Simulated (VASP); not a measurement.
A run of VASP 6.6.1 is set up as follows.

File INCAR:

```
PREC = Accurate ; ENCUT = 520
EDIFF = 1E-6 ; ISMEAR = 0
SIGMA = 0.05 ; LREAL = F
LASPH = T ; NELM = 100
ALGO = Normal ; ISIF = 2
LWAVE = F ; LCHARG = F
NBANDS = 28
```

The input KPOINTS:

```
regular mesh
0
Gamma
  6 6 6
```

The input POSCAR:

```
CsCaF3
1.0
    4.5883389954      0.0000000000      0.0000000000
    0.0000000000      4.5883389954      0.0000000000
    0.0000000000      0.0000000000      4.3849150991
Cs Ca F
1 1 3
Direct
    0.0000000000      0.0000000000      0.0000000000
    0.5000000000      0.5000000000      0.5000000000
    0.0000000000      0.5000000000      0.5000000000
    0.5000000000      0.0000000000      0.5000000000
    0.5000000000      0.5000000000      0.0000000000
```

Potentials or basis: VASP PAW LDA potentials, release 64 (Cs_sv, Ca_sv, F).

Launch:

```console
$ cat potpaw_LDA.64/Cs_sv/POTCAR potpaw_LDA.64/Ca_sv/POTCAR potpaw_LDA.64/F/POTCAR > POTCAR
$ mpirun -np 1 vasp_std > vasp.out
```

(1) What does it give for the band gap on the k mesh?

(2) Predict the pressure.

## Answers

(1) 6.78 eV (least direct gap 6.78 eV).

(2) -3.6 GPa.

Caveat: the cell differs from its parent crystal (strain +0.015 along x and y, -0.030 along z); the cell stands under tension; spin-orbit coupling is left out, which moves the levels of the heavy elements.
